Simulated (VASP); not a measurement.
Wanted: the native input for a VASP 6.6.1 run.

| Item | Value |
| --- | --- |
| Task | relaxation of cell and atoms |
| Functional | PBE |
| Potentials or basis | VASP PAW PBE potentials, release 64 (Ag) |
| Cutoff | 500 eV |
| k mesh | 18 × 18 × 18 |
| Occupations | fermi-dirac, width 0.1 eV |
| Spin | no spin polarisation |
| Dipole correction | no |
| Further INCAR settings | ALGO = Normal; EDIFF = 1e-07; IBRION = 2; EDIFFG = -0.03; NSW = 80; ISIF = 3 |

The structure of Ag lies in POSCAR:

```
Ag
1.0
    0.0000000000      2.0450000000      2.0450000000
    2.0450000000      0.0000000000      2.0450000000
    2.0450000000      2.0450000000      0.0000000000
Ag
1
Direct
    0.0000000000      0.0000000000      0.0000000000
```

One way to write it, as run:

INCAR

```
SYSTEM = Ag
  PREC = Accurate
  ENCUT = 500
  EDIFF = 1E-7
  ISMEAR = -1
  SIGMA = 0.1
  LREAL = .False.
  LASPH = .True.
  NELM = 120
  ALGO = Normal
  ISIF = 3
  LWAVE = .False.
  LCHARG = .False.
  GGA = PE
  IBRION = 2
  NSW = 80
  EDIFFG = -0.03
  GGA_COMPAT = .False.
  NELMIN = 4
```

KPOINTS

```
regular mesh
0
Gamma
  18 18 18
  0 0 0
```

Potentials or basis: VASP PAW PBE potentials, release 64 (Ag).

Command:

```console
$ cat potpaw_PBE.64/Ag/POTCAR > POTCAR
$ mpirun -np 1 vasp_std > vasp.out
```

Results of the run:

```
Relaxed volume                        : 17.83 Å³/atom
Relaxed cell                          : a = 2.933 Å, b = 2.933 Å, c = 2.933 Å, α = 60.00°, β = 60.00°, γ = 60.00°
Space group after relaxing (to 0.1 Å) : Fm-3m (No. 225)
Energy gained by relaxing             : 9.2 meV/atom
Ionic steps                           : 3
Pressure after relaxing               : 0.0 GPa
Band gap on the k mesh                : zero (an odd number of electrons rules out a gap without spin polarisation)
```

It took 20 s on 1 thread of Intel(R) Xeon(R) Platinum 8481C CPU @ 2.70GHz (Sapphire Rapids), on a shared host, peak memory 0.17 GiB.
